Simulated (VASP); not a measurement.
Wanted: the native input for a VASP 6.6.1 run.

- Task: electric field gradients
- Functional: PBE
- Potentials or basis: VASP PAW PBE potentials, release 64 (K_sv, Pd)
- Cutoff: 520 eV
- k mesh: 6 × 6 × 6
- Occupations: fermi-dirac, width 0.05 eV
- Spin: no spin polarisation
- Dipole correction: no
- Further INCAR settings: ALGO = Normal; EDIFF = 1e-08; NBANDS = 26

The structure of K3Pd lies in POSCAR:

```
K3Pd
1.0
    5.4450130000      0.0000000000      0.0000000000
    0.0000000000      5.4450130000      0.0000000000
    0.0000000000      0.0000000000      5.4450130000
K Pd
3 1
Direct
    0.5000000000      0.5000000000      0.0000000000
    0.5000000000      0.0000000000      0.5000000000
    0.0000000000      0.5000000000      0.5000000000
    0.0000000000      0.0000000000      0.0000000000
```

These files were run (other wordings do the same):

INCAR

```
SYSTEM = K3Pd
ALGO = Normal ; EDIFF = 1E-8
ENCUT = 520 ; GGA = PE
ISIF = 2 ; ISMEAR = -1
LASPH = .TRUE. ; LCHARG = .FALSE.
LEFG = .TRUE. ; LREAL = .FALSE.
LWAVE = .FALSE. ; NBANDS = 26
NELM = 100 ; PREC = Accurate
SIGMA = 0.05
```

KPOINTS

```
k-points
0
G
  6 6 6
  0 0 0
```

Potentials or basis: VASP PAW PBE potentials, release 64 (K_sv, Pd).

Launch:

```console
$ cat potpaw_PBE.64/K_sv/POTCAR potpaw_PBE.64/Pd/POTCAR > POTCAR
$ mpirun -np 1 vasp_std > vasp.out
```

It gave:

The pressure is 0.0 GPa, the band gap on the k mesh is zero (an odd number of electrons rules out a gap without spin polarisation) and the largest electric field gradient by atom is K +19.0; Pd -0.0 V/Å².

Caveat: without QUAD_EFG the Cq values of the log hold for a quadrupole moment of 1 mb, not for the nuclei.

It took 69 s on 1 thread of Intel(R) Xeon(R) Platinum 8559C (Emerald Rapids) (shared host), peak memory 0.26 GiB.
